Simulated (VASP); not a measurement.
# Al7BiAs8 (a cell with a defect): single point with PBEsol

Al7BiAs8 (a cell with a defect):

```
CELL_PARAMETERS angstrom
0.00000 5.67410 5.67410
5.67410 0.00000 5.67410
5.67410 5.67410 0.00000
ATOMIC_POSITIONS crystal
Al 0.02332 0.97690 0.99386
Al 0.98952 0.00296 0.50516
Al 0.49291 0.47768 0.03317
Al 0.97666 0.50712 0.01854
Al 0.46582 0.00466 0.52973
Al 0.48924 0.01054 0.98981
Al 0.00618 0.50457 0.51600
Bi 0.50643 0.49015 0.50036
As 0.12836 0.11793 0.09933
As 0.61984 0.63249 0.61125
As 0.10839 0.13139 0.63846
As 0.63649 0.63097 0.09937
As 0.14300 0.61882 0.12795
As 0.61461 0.13415 0.61335
As 0.63565 0.12529 0.13199
As 0.13083 0.61314 0.63297
```

* Program: VASP 6.6.1
* Task: single point
* Functional: PBEsol
* Potentials or basis: VASP PAW PBE potentials, release 64 (Al, Bi_d, As)
* Cutoff: 400 eV
* k mesh: 1 × 1 × 1, shifted
* Occupations: fermi-dirac, width 0.05 eV
* Spin: no spin polarisation

```json
{"Largest force": "4.927 eV/Å"}
```

Forces in eV/Å, atoms in the order of the input:
```
Al   0.983 -0.682 -0.968
Al  -0.938  0.017  0.706
Al  -0.919 -0.376  1.038
Al  -1.802  2.082  1.266
Al  -1.519 -0.652  0.577
Al   0.714  1.099  0.508
Al  -1.109 -1.435 -0.881
Bi   0.298 -2.411  1.941
As   1.994  0.687  0.304
As   2.429  2.813  1.741
As  -0.281 -1.186 -0.178
As   0.319 -2.179  0.315
As   0.317 -0.405 -1.693
As  -2.615  3.251 -2.622
As  -0.969  0.400 -1.237
As   3.099 -1.023 -0.817
```

Levels at points of the mesh, in eV from the Fermi level:
| k point | band 34 | band 35 | band 36 | band 37 | band 38 | band 39 | band 40 | band 41 |
| --- | --- | --- | --- | --- | --- | --- | --- | --- |
| (0.25, 0.25, 0.25) | -0.98 | -0.57 | -0.35 | -0.07 | 0.11 | 1.27 | 1.55 | 1.70 |

It took 2.3 min on 1 thread of AMD EPYC 7R43 64-Core Processor (Zen 3) (shared host), peak memory 0.34 GiB.

Caveat: the k points lie up to 0.96 Å⁻¹ apart; the cell carries a net charge on a neutralising background, which shifts energy and pressure; the cell is charged against a uniform background, so pressure and absolute levels hang on convention; the PAW data sets were made with another functional, which shifts forces and pressure a little; spin-orbit coupling is left out, which moves the levels of the heavy elements.
